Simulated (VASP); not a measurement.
RbVF3, 5 atoms in the cell. The structure is cubic, space group Pm-3m (No. 221). The conventional cell has a = 3.978 Å, b = 3.978 Å, c = 3.978 Å, α = 90.00°, β = 90.00°, γ = 90.00°. Within 3.7 Å of Rb (site symmetry m-3m) lie 12 F at 2.81 Å and 8 V at 3.44 Å. Within 2.6 Å of V (site symmetry m-3m) lie 6 F at 1.99 Å. F (site symmetry 4/mmm) has 2 V at 1.99 Å within 2.6 Å.  This cell differs from its parent crystal: volume scaled by 0.88.

| Item | Value |
| --- | --- |
| Program | VASP 6.6.1 |
| Task | single point |
| Functional | PBEsol |
| Potentials or basis | VASP PAW PBE potentials, release 64 (Rb_sv, V_sv, F) |
| Cutoff | 520 eV |
| k mesh | 8 × 8 × 8 |
| Occupations | gaussian, width 0.02 eV |
| Spin | collinear spin, ferromagnetic start |
| Starting moments | [0.0, 2.42, 0.0, 0.0, 0.0] μB |
| Dipole correction | no |
| Further INCAR settings | ALGO = Normal; EDIFF = 1e-06; NBANDS = 34 |

Potentials or basis: VASP PAW PBE potentials, release 64 (Rb_sv, V_sv, F).

Command:

```console
$ cat potpaw_PBE.64/Rb_sv/POTCAR potpaw_PBE.64/V_sv/POTCAR potpaw_PBE.64/F/POTCAR > POTCAR
$ mpirun -np 1 vasp_std > vasp.out
```

Hardware: 1 thread of Intel Xeon 6975P-C (shared host).

Task: Estimate the wall time of this run.

Result: It took 2.3 min on 1 thread of Intel Xeon 6975P-C, on a shared host, peak memory 0.27 GiB. Counts: scf iterations 16, k points 35.
